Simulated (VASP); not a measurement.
Runs of VASP 6.6.1 on Ti3Al. The structure is that of space group P-6m2 (No. 187), or close to it. The cells are those of the table. 

| cell | further INCAR settings | gap on the mesh (eV) | pressure (GPa) | largest force (eV/Å) |
| --- | --- | --- | --- | --- |
| a = 2.736, b = 2.736, c = 9.735 Å, angles 90.0, 90.0, 120.0°, 4 atoms | ALGO = Fast; EDIFF = 1e-06; NBANDS = 28 | none | (b) | 0.45 |
| a = 2.849, b = 2.849, c = 8.978 Å, angles 90.0, 90.0, 120.0°, 4 atoms | ALGO = Fast; EDIFF = 1e-06; NBANDS = 28 | none | 10.4 | 0.04 |
| a = 2.819, b = 2.819, c = 9.438 Å, angles 90.0, 90.0, 120.0°, 4 atoms | ALGO = Fast; EDIFF = 1e-07; NBANDS = 28 | none | 6.1 | 0.20 |
| a = 2.707, b = 2.707, c = 10.234 Å, angles 90.0, 90.0, 120.0°, 4 atoms | ALGO = Fast; EDIFF = 1e-06; NBANDS = 28 | none | 6.0 | 0.59 |
| a = 3.057, b = 3.057, c = 8.029 Å, angles 90.0, 90.0, 120.0°, 4 atoms | ALGO = Fast; EDIFF = 1e-06; NBANDS = 28 | none | 9.1 | 0.01 |
| a = 2.763, b = 2.763, c = 9.828 Å, angles 90.0, 90.0, 120.0°, 4 atoms | ALGO = Fast; EDIFF = 1e-06; NBANDS = 28 | none | 6.0 | 0.40 |
| a = 2.845, b = 2.845, c = 9.526 Å, angles 90.0, 90.0, 120.0°, 4 atoms | ALGO = Fast; EDIFF = 1e-07; NBANDS = 28 | none | (a) | 0.17 |
| a = 2.682, b = 2.682, c = 10.137 Å, angles 90.0, 90.0, 120.0°, 4 atoms | ALGO = Fast; EDIFF = 1e-06; NBANDS = 28 | none | 9.6 | 0.66 |

Alike in all rows: task single point; level PBE; potentials or basis VASP PAW PBE potentials, release 64 (Ti_sv, Al); no spin polarisation; k mesh 18 × 18 × 6; cutoff (eV) 520; smearing gaussian 0.15 eV.

Question: Fill in the values left out.

Answer: (a) 2.6; (b) 9.7.

Caveats: the stress differs along the axes, from -1 to 15 GPa (at least some runs); the cell stands under pressure (at least some runs); the stress differs along the axes, from 0 to 9 GPa (at least some runs); the stress differs along the axes, from -8 to 13 GPa (at least some runs); the stress differs along the axes, from 1 to 25 GPa (at least some runs); the stress differs along the axes, from -5 to 11 GPa (at least some runs); the stress differs along the axes, from -3 to 5 GPa (at least some runs).

A gap of «none» marks levels without a gap at the run's occupations.
